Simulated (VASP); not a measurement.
A run of VASP 6.6.1 is set up as follows.

INCAR

```
  PREC = Accurate
  ENCUT = 520
  EDIFF = 1E-6
  ISMEAR = 0
  SIGMA = 0.15
  LREAL = False
  LASPH = True
  NELM = 60
  ALGO = Fast
  ISIF = 2
  LWAVE = False
  LCHARG = False
  GGA = PE
  NBANDS = 19
```

Contents of KPOINTS:

```
Automatic mesh
0
Gamma
  24 24 14
```

Contents of POSCAR:

```
Ti
1.0
    2.7033814164      0.0000000000      0.0000000000
   -1.3516907082      2.3411969827      0.0000000000
    0.0000000000      0.0000000000      4.6506340146
Ti
2
Direct
    0.3333333333      0.6666666667      0.2500000000
    0.6666666667      0.3333333333      0.7500000000
```

Potentials or basis: VASP PAW PBE potentials, release 64 (Ti_sv).

The run is started by

```sh
$ cat potpaw_PBE.64/Ti_sv/POTCAR > POTCAR
$ mpirun -np 1 vasp_std > vasp.out
```

(1) What does it give for the band gap on the k mesh?

(2) Estimate the pressure.

Results:

(1) zero (bands 12 and 13 overlap by 0.83 eV).

(2) 23.8 GPa.

Caveat: the cell differs from its parent crystal (strain -0.080 along x and y, +0.000 along z); the cell stands under pressure.
